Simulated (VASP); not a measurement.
A run of VASP 6.6.1:

Contents of INCAR:

```
SYSTEM = KCl
  PREC = Accurate
  ENCUT = 500
  EDIFF = 1E-6
  ISMEAR = 0
  SIGMA = 0.01
  LREAL = .FALSE.
  LASPH = .TRUE.
  NELM = 120
  ALGO = Normal
  ISIF = 2
  LWAVE = .FALSE.
  LCHARG = .FALSE.
  GGA = PE
  NBANDS = 15
  GGA_COMPAT = .FALSE.
```

The input KPOINTS:

```
regular mesh
0
G
  6 6 6
  0 0 0
```

Contents of POSCAR:

```
KCl
1.0
    3.7708085932      0.0000000000      0.0000000000
    0.0000000000      3.7708085932      0.0000000000
    0.0000000000      0.0000000000      3.7708085932
K Cl
1 1
Direct
    0.0000000000      0.0000000000      0.0000000000
    0.5000000000      0.5000000000      0.5000000000
```

Potentials or basis: VASP PAW PBE potentials, release 64 (K_sv, Cl).

Command:

```console
$ cat potpaw_PBE.64/K_sv/POTCAR potpaw_PBE.64/Cl/POTCAR > POTCAR
$ mpirun -np 1 vasp_std > vasp.out
```

Hardware: 1 thread of Intel Xeon 8259CL, on a shared host.

Problem. How long does it take, and how much memory?

Solution. Wall time 20 s on 1 thread of Intel Xeon 8259CL, on a shared host, peak memory 0.16 GiB. Counts: scf iterations 12, k points 20.
